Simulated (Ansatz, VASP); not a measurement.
**Cu3N: VASP beside Ansatz**

```xyz
4
Lattice="3.8270 0.0000 0.0000 0.0000 3.8270 0.0000 0.0000 0.0000 3.8270" Properties=species:S:1:pos:R:3 pbc="T T T"
Cu    1.9135    0.0000    0.0000
Cu    0.0000    1.9135    0.0000
Cu    0.0000    0.0000    1.9135
N     0.0000    0.0000    0.0000
```

Alike in both runs: task single point; functional PBE; k mesh 10 × 10 × 10; occupations gaussian, width 0.01 eV; no spin polarisation.

|  | VASP | Ansatz |
| --- | --- | --- |
| version | VASP 6.6.1 | Ansatz 0.2.0 |
| potentials or method | VASP PAW PBE potentials, release 64 (Cu, N), cutoff 600 eV | scalar-relativistic, plane waves, PAW |
| valence electrons in the cell | 38 | 62 |

VASP gave:

```
gap on the k mesh at the Fermi level (eV) : 0.25
least direct gap on the mesh (eV)         : 0.78
pressure (GPa)                            : 0.8
```

Problem. Which values does Ansatz return?

Solution. gap on the k mesh at the Fermi level (eV): 0.22; least direct gap on the mesh (eV): 0.75; pressure (GPa): 0.0.

With one functional, cell and mesh, what is left measures potentials, basis and numerics. VASP's potentials hold 38 valence electrons a cell and Ansatz's 62, so a difference there can come from the potentials and not from the codes.
